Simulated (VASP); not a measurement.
# Cd3HgO4 (Pmmm) in VASP: single point with PBE

Aim: the single point of Cd3HgO4 with PBE.

Everything below comes from runs of VASP 6.6.1. Logs are shortened: lines on timing, memory, paths and dates and some standing lists are left out, and cuts for length are marked.

## (1) The cell of the first run

Symmetry: Pmmm, No. 47, orthorhombic system. Conventional cell: a = 3.407 Å, b = 4.780 Å, c = 6.830 Å, α = 90.00°, β = 90.00°, γ = 90.00°. Within 3.2 Å of Cd (site symmetry mm2) lie 6 O at 2.39 to 2.43 Å. Cd (site symmetry mmm) has 6 O at 2.36 to 2.39 Å within 3.1 Å. Within 3.2 Å of Hg (site symmetry mmm) lie 6 O at 2.39 to 2.47 Å. Within 3.2 Å of O (site symmetry mmm) lie 2 Hg at 2.39 Å and 4 Cd at 2.43 Å. O (site symmetry mm2) has 4 Cd at 2.36 to 2.39 Å and 2 Hg at 2.47 Å within 3.1 Å. Within 3.2 Å of O (site symmetry mmm) lie 6 Cd at 2.39 to 2.40 Å.

## (2) Single point, PBE

POSCAR reads:

```
Cd3HgO4
1.0
    3.4074471000      0.0000000000      0.0000000000
    0.0000000000      4.7798711000      0.0000000000
    0.0000000000      0.0000000000      6.8303752000
Cd Hg O
3 1 4
Direct
    0.5000000000      0.5000000000      0.2527380000
    0.0000000000      0.0000000000      0.5000000000
    0.5000000000      0.5000000000      0.7472620000
    0.0000000000      0.0000000000      0.0000000000
    0.0000000000      0.5000000000      0.0000000000
    0.5000000000      0.0000000000      0.2614950000
    0.0000000000      0.5000000000      0.5000000000
    0.5000000000      0.0000000000      0.7385050000
```

INCAR.step1 reads:

```
PREC     = Accurate       # precision mode
ENCUT    = 520            # plane-wave cutoff, eV
EDIFF    = 1E-6           # SCF threshold, eV
ISMEAR   = 0              # smearing method
SIGMA    = 0.1            # smearing width, eV
LREAL    = False          # projectors in reciprocal space
LASPH    = True           # aspherical terms in the spheres
NELM     = 120            # most SCF steps
ALGO     = Normal         # electronic algorithm
ISIF     = 2              # what is computed and relaxed
LWAVE    = False          # write WAVECAR
LCHARG   = True           # write CHGCAR
GGA      = PE             # functional
NBANDS   = 46             # bands
GGA_COMPAT= False        
NEDOS    = 2001           # points of the DOS
LORBIT   = 11             # projections on sites
```

KPOINTS.step1 reads:

```
regular mesh
0
Gamma
  12 8 6
```

INCAR.step2 reads:

```
PREC     = Accurate       # precision mode
ENCUT    = 520            # plane-wave cutoff, eV
EDIFF    = 1E-6           # SCF threshold, eV
ISMEAR   = -5             # smearing method
SIGMA    = 0.1            # smearing width, eV
LREAL    = False          # projectors in reciprocal space
LASPH    = True           # aspherical terms in the spheres
NELM     = 120            # most SCF steps
ALGO     = Normal         # electronic algorithm
ISIF     = 2              # what is computed and relaxed
LWAVE    = False          # write WAVECAR
LCHARG   = False          # write CHGCAR
GGA      = PE             # functional
LORBIT   = 10             # projections on sites
NEDOS    = 1001           # points of the DOS
ICHARG   = 11             # starting density
GGA_COMPAT= False
```

KPOINTS.step2 reads:

```
regular mesh
0
Gamma
  18 12 9
```

Potentials or basis: VASP PAW PBE potentials, release 64 (Cd, Hg, O).

Run with:

```
$ cat potpaw_PBE.64/Cd/POTCAR potpaw_PBE.64/Hg/POTCAR potpaw_PBE.64/O/POTCAR > POTCAR
$ cp INCAR.step1 INCAR
$ cp KPOINTS.step1 KPOINTS
$ mpirun -np 1 vasp_std > vasp.out
$ cp INCAR.step2 INCAR
$ cp KPOINTS.step2 KPOINTS
$ mpirun -np 1 vasp_std > vasp.out
```

OUTCAR:

```text
PREC = Accurate
   ENCUT = 520
   EDIFF = 1E-6
   ISMEAR = -5
   LREAL = False
   LASPH = True
   NELM = 120
   ISIF = 2
   GGA = PE
   LORBIT = 10
   ICHARG = 11

 ion  position               nearest neighbor table
   1  0.500  0.500  0.253-   6 2.39   6 2.39   7 2.40   7 2.40   5 2.43   5 2.43   3 3.38   2 3.39
                             2 3.39   2 3.39   2 3.39   4 3.41   4 3.41   4 3.41   4 3.41   3 3.45
   2  0.000  0.000  0.500-   6 2.36   8 2.36   6 2.36   8 2.36   7 2.39   7 2.39   3 3.39   3 3.39
                             1 3.39   3 3.39   1 3.39   1 3.39   1 3.39   3 3.39   4 3.42   4 3.42
   3  0.500  0.500  0.747-   8 2.39   8 2.39   7 2.40   7 2.40   5 2.43   5 2.43   1 3.38   2 3.39
                             2 3.39   2 3.39   2 3.39   4 3.41   4 3.41   4 3.41   4 3.41   1 3.45
   4  0.000  0.000  0.000-   5 2.39   5 2.39   8 2.47   6 2.47   6 2.47   8 2.47   3 3.41   3 3.41
                             1 3.41   3 3.41   1 3.41   1 3.41   1 3.41   3 3.41   2 3.42   2 3.42
   5  0.000  0.500  0.000-   4 2.39   4 2.39   1 2.43   3 2.43   1 2.43   3 2.43
   6  0.500  0.000  0.261-   2 2.36   2 2.36   1 2.39   1 2.39   4 2.47   4 2.47
   7  0.000  0.500  0.500-   2 2.39   2 2.39   3 2.40   1 2.40   1 2.40   3 2.40
   8  0.500  0.000  0.739-   2 2.36   2 2.36   3 2.39   3 2.39   4 2.47   4 2.47

  LATTYP: Found a simple orthorhombic cell.
 ALAT       =     3.4074471000
 B/A-ratio  =     1.4027719168
 C/A-ratio  =     2.0045432840

  Lattice vectors:

 A1 = (   3.4074471000,   0.0000000000,   0.0000000000)
 A2 = (   0.0000000000,   4.7798711000,   0.0000000000)
 A3 = (   0.0000000000,   0.0000000000,   6.8303752000)

Analysis of symmetry for initial positions (statically):
=====================================================================
 Subroutine PRICEL returns:
 Original cell was already a primitive cell.

 Routine SETGRP: Setting up the symmetry group for a
 simple orthorhombic supercell.

 Subroutine GETGRP returns: Found  8 space group operations
 (whereof  8 operations were pure point group operations)
 out of a pool of  8 trial point group operations.

The static configuration has the point symmetry D_2h.

Analysis of symmetry for dynamics (positions and initial velocities):
=====================================================================
 Subroutine PRICEL returns:
 Original cell was already a primitive cell.

 Routine SETGRP: Setting up the symmetry group for a
 simple orthorhombic supercell.

 Subroutine GETGRP returns: Found  8 space group operations
 (whereof  8 operations were pure point group operations)
 out of a pool of  8 trial point group operations.

The dynamic configuration has the point symmetry D_2h.

 Subroutine INISYM returns: Found  8 space group operations
 (whereof  8 operations are pure point group operations),
 and found     1 'primitive' translations

----------------------------------------------------------------------------------------

                                     Primitive cell

  volume of cell :     111.2474

  direct lattice vectors                    reciprocal lattice vectors
     3.407447100  0.000000000  0.000000000     0.293474842  0.000000000  0.000000000
     0.000000000  4.779871100  0.000000000     0.000000000  0.209210663  0.000000000
     0.000000000  0.000000000  6.830375200     0.000000000  0.000000000  0.146404842

  length of vectors
     3.407447100  4.779871100  6.830375200     0.293474842  0.209210663  0.146404842

  position of ions in fractional coordinates (direct lattice)
     0.500000000  0.500000000  0.252738000
     0.000000000  0.000000000  0.500000000
     0.500000000  0.500000000  0.747262000
     0.000000000  0.000000000  0.000000000
     0.000000000  0.500000000  0.000000000
     0.500000000  0.000000000  0.261495000
     0.000000000  0.500000000  0.500000000
     0.500000000  0.000000000  0.738505000

  ion indices of the primitive-cell ions
   primitive index   ion index
                 1           1
                 2           2
                 3           3
                 4           4
                 5           5
                 6           6
                 7           7
                 8           8

----------------------------------------------------------------------------------------

 KPOINTS: regular mesh

Automatic generation of k-mesh.
 Grid dimensions read from file:
 generate k-points for:   18   12    9

 Generating k-lattice:

  Cartesian coordinates                     Fractional coordinates (reciprocal lattice)
     0.016304158  0.000000000  0.000000000     0.055555556  0.000000000  0.000000000
     0.000000000  0.017434222  0.000000000     0.000000000  0.083333333  0.000000000
     0.000000000  0.000000000  0.016267205     0.000000000  0.000000000  0.111111111

  Length of vectors
     0.016304158  0.017434222  0.016267205

  Shift w.r.t. Gamma in fractional coordinates (k-lattice)
     0.000000000  0.000000000  0.000000000

 TETIRR: Found   5832 inequivalent tetrahedra from    11664

 Subroutine IBZKPT returns following result:
 ===========================================

 Found    350 irreducible k-points:

 Following reciprocal coordinates:
            Coordinates               Weight
  0.000000  0.000000  0.000000      1.000000
  0.055556  0.000000  0.000000      2.000000
  0.111111  0.000000  0.000000      2.000000
  0.166667  0.000000  0.000000      2.000000
  0.222222  0.000000  0.000000      2.000000
  0.277778  0.000000  0.000000      2.000000
[... 16 lines left out ...]
  0.111111  0.166667  0.000000      4.000000
  0.166667  0.166667  0.000000      4.000000
 [... further k-points ...]
   k-points           NKPTS =    350   k-points in BZ     NKDIM =    350   number of bands    NBANDS=     43
   number of dos      NEDOS =   1001   number of ions     NIONS =      8
   total plane-waves  NPLWV =  54432
   dimension x,y,z NGX =    28 NGY =   36 NGZ =   54
   dimension x,y,z NGXF=    56 NGYF=   72 NGZF=  108
   ions per type =               3   1   4
   NGX,Y,Z   is equivalent  to a cutoff of  13.66, 12.52, 13.14 a.u.
   NGXF,Y,Z  is equivalent  to a cutoff of  27.32, 25.04, 26.29 a.u.
 SYSTEM =  unknown system
   PREC   = accura    normal or accurate (medium, high low for compatibility)
   ISTART =      0    job   : 0-new  1-cont  2-samecut
   ICHARG =     11    charge: 1-file 2-atom 10-const
   ISPIN  =      1    spin polarized calculation?
   LNONCOLLINEAR =      F non collinear calculations
   LSORBIT =      F    spin-orbit coupling
   LASPH  =      T    aspherical Exc in radial PAW
   ENCUT  =  520.0 eV  38.22 Ry    6.18 a.u.   6.34  8.89 12.70*2*pi/ulx,y,z
   NELM   =    120;   NELMIN=  2; NELMDL=  0     # of ELM steps
   EDIFF  = 0.1E-05   stopping-criterion for ELM
   LREAL  =      F    real-space projection
   EDIFFG = 0.1E-04   stopping-criterion for IOM
   NSW    =      0    number of steps for IOM
   IBRION =     -1    ionic relax: 0-MD 1-quasi-New 2-CG
   NFREE  =      0    steps in history (QN), initial steepest desc. (CG)
   ISIF   =      2    stress and relaxation
   ISYM   =      2    0-nonsym 1-usesym 2-fastsym
   POTIM  = 0.5000    time-step for ionic-motion
   TEBEG  =    0.0;   TEEND  =   0.0 temperature during run
   PSTRESS=    0.0 pullay stress
   NELECT =      72.0000    total number of electrons
   NUPDOWN=      -1.0000    fix difference up-down
   EMIN   =  10.00;   EMAX   =-10.00  energy-range for DOS
   EFERMI =   0.00;   METHOD = LEGACY
   ISMEAR =    -5;   SIGMA  =   0.10  broadening in eV -4-tet -1-fermi 0-gaus
   EFERMI_NEDOS =   21; number of points for ismear=-14 and -15
   IALGO  =     38    algorithm
   IMIX   =      4    mixing-type and parameters
     AMIX     =   0.40;   BMIX     =  1.00
     AMIX_MAG =   1.60;   BMIX_MAG =  1.00
  volume/ion in A,a.u.               =      13.91        93.84
  Fermi-wavevector in a.u.,A,eV,Ry     =   1.416084  2.676011 27.283683  2.005294
  Thomas-Fermi vector in A             =   2.537455
   LORBIT       =     10    0 simple, 1 ext, 2 COOP (PROOUT), +10 PAW based schemes
   GGA     = PE    functional components
   LHFCALC =     F    Hartree Fock is set to
   AEXX    =    0.0000 exact exchange contribution
   IVDW    =     0    specifies the selected vdW correction
   LEPSILON=     F    determine dielectric tensor
   LRPA    =     F    only Hartree local field effects (RPA)
 non-spin polarized calculation
 Fermi weights with tetrahedron method with Bloechl corrections
  energy-cutoff  :      520.00
  volume of cell :      111.25
 maximum number of plane-waves:      3023
 NGX is ok and might be reduce to    28

 number of electron      71.9999992 magnetization

 Free energy of the ion-electron system (eV)
  ---------------------------------------------------
  ext. energy  EPLUGINS =         0.00000000
  ---------------------------------------------------
  free energy    TOTEN  =       -28.52481145 eV

  energy without entropy =      -28.52481145  energy(sigma->0) =      -28.52481145

 E-fermi :   1.9147     XC(G=0): -11.3968

 val. band max:        1.9317450690   @ k =   0.0556   0.5000   0.1111
 cond. band min:       1.8575494475   @ k =   0.1111   0.0833   0.0000
 fundamental gap:     -0.0741956215
 Fermi energy:         1.9146723566

 k-point     1 :       0.0000    0.0000    0.0000
  band No.  band energies     occupation
      1     -15.4199      2.00000
      2     -14.9243      2.00000
      3     -14.8118      2.00000
      4     -14.7280      2.00000
      5      -5.4493      2.00000
      6      -5.3798      2.00000
[... 35 lines left out ...]
     42       9.7126      0.00000
     43       9.7756      0.00000

 k-point     2 :       0.0556    0.0000    0.0000
  band No.  band energies     occupation
      1     -15.4075      2.00000
      2     -14.9215      2.00000
      3     -14.8130      2.00000
      4     -14.7262      2.00000
      5      -5.4245      2.00000
      6      -5.3670      2.00000
[... 1004 lines left out ...]
 k-point    24 :       0.1667    0.1667    0.0000
  band No.  band energies     occupation
      1     -15.2609      2.00000
      2     -14.8909      2.00000
      3     -14.7990      2.00000
      4     -14.7073      2.00000
      5      -5.3545      2.00000
      6      -5.2787      2.00000
[... 35 lines left out ...]
     42       9.2172      0.00000
     43       9.7329      0.00000

 [... further k-points ...]

------------------------ aborting loop because EDIFF is reached ----------------------------------------

  FORCE on cell =-STRESS in cart. coord.  units (eV):
  Direction    XX          YY          ZZ          XY          YZ          ZX
  --------------------------------------------------------------------------------------
  -------------------------------------------------------------------------------------
  Total        0.9390918      0.9851614      0.9192519      0.0000000      0.0000000      0.0000000
  in kB       13.5247353     14.1882263     13.2390015      0.0000000      0.0000000      0.0000000
  external PRESSURE =      13.6506544 kB  Pullay stress =       0.0000000 kB

 VOLUME and BASIS-vectors are now :
 -----------------------------------------------------------------------------
  energy-cutoff  :      520.00
  volume of cell :      111.25
      direct lattice vectors                 reciprocal lattice vectors
     3.407447100  0.000000000  0.000000000     0.293474842  0.000000000  0.000000000
     0.000000000  4.779871100  0.000000000     0.000000000  0.209210663  0.000000000
     0.000000000  0.000000000  6.830375200     0.000000000  0.000000000  0.146404842

 POSITION                                       TOTAL-FORCE (eV/Angst)
 -----------------------------------------------------------------------------------
      1.70372      2.38994      1.72630         0.000000     -0.000000     -0.008287
      0.00000      0.00000      3.41519         0.000000      0.000000      0.000000
      1.70372      2.38994      5.10408        -0.000000     -0.000000      0.008287
      0.00000      0.00000      0.00000         0.000000      0.000000      0.000000
      0.00000      2.38994      0.00000         0.000000      0.000000      0.000000
      1.70372      0.00000      1.78611         0.000000      0.000000     -0.007868
      0.00000      2.38994      3.41519         0.000000      0.000000      0.000000
      1.70372      0.00000      5.04427         0.000000      0.000000      0.007868
 -----------------------------------------------------------------------------------
    total drift:                                0.000000      0.000000      0.000000

  FREE ENERGIE OF THE ION-ELECTRON SYSTEM (eV)
  ---------------------------------------------------
  free  energy   TOTEN  =       -28.5248114540 eV

  energy  without entropy=      -28.5248114540  energy(sigma->0) =      -28.52481145

 total charge

# of ion       s       p       d       tot
------------------------------------------
    1        0.324   0.225   9.639  10.188
    2        0.333   0.244   9.641  10.218
    3        0.324   0.225   9.639  10.188
    4        0.549   0.280   9.507  10.336
    5        1.583   3.301   0.000   4.884
    6        1.582   3.311   0.000   4.893
    7        1.574   3.333   0.000   4.907
    8        1.582   3.311   0.000   4.893
--------------------------------------------------
tot          7.853  14.229  38.426  60.507
```

It took 37 min on 1 thread of AMD EPYC 7R43 (Zen 3), shared host; peak memory 1.2 GiB.

Results:

* Valence electrons inside the program's atomic spheres: Cd 10.19, 10.22 (each value once); Hg 10.34; O 4.88, 4.89, 4.91 (each value once)

Caveat: spin-orbit coupling is left out, which moves the levels of the heavy elements.
